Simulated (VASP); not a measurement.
A run of VASP 6.6.1:

Contents of INCAR:

```
SYSTEM = Be3Se2O
PREC = Accurate
ENCUT = 520
EDIFF = 1E-6
ISMEAR = 0
SIGMA = 0.02
LREAL = .FALSE.
LASPH = .TRUE.
NELM = 60
ALGO = Normal
ISIF = 2
LWAVE = .FALSE.
LCHARG = .FALSE.
GGA = PE
NBANDS = 36
```

KPOINTS

```
regular mesh
0
G
  6 6 4
  0 0 0
```

File POSCAR:

```
Be3Se2O
1.0
    5.0734802465     -2.8700157871      0.0000000000
    5.0734802465      2.8700157871      0.0000000000
    0.0000000000      0.0000000000      5.4419810031
Be Se O
6 4 2
Direct
    0.8384729399      0.4292338468      0.4134271644
    0.5707661532      0.1615270601      0.4134271644
    0.1093820354      0.8906179646      0.3281502554
    0.4292338468      0.8384729399      0.9134271644
    0.1615270601      0.5707661532      0.9134271644
    0.8906179646      0.1093820354      0.8281502554
    0.8350672697      0.4840982280      0.0072005302
    0.4840982280      0.8350672697      0.5072005302
    0.1649327303      0.5159017720      0.5072005302
    0.5159017720      0.1649327303      0.0072005302
    0.8533851034      0.1466148966      0.4997943555
    0.1466148966      0.8533851034      0.9997943555
```

Potentials or basis: VASP PAW PBE potentials, release 64 (Be, Se, O).

Run with:

```console
$ cat potpaw_PBE.64/Be/POTCAR potpaw_PBE.64/Se/POTCAR potpaw_PBE.64/O/POTCAR > POTCAR
$ mpirun -np 1 vasp_std > vasp.out
```

Hardware: 1 thread of Intel(R) Xeon(R) Platinum 8259CL CPU @ 2.50GHz (Skylake/Cascade Lake) (shared host).

Problem. How long does it take, and how much memory?

Solution. Wall time 3 min on 1 thread of Intel(R) Xeon(R) Platinum 8259CL CPU @ 2.50GHz (Skylake/Cascade Lake), on a shared host, peak memory 0.39 GiB. Counts: scf iterations 14, k points 39.
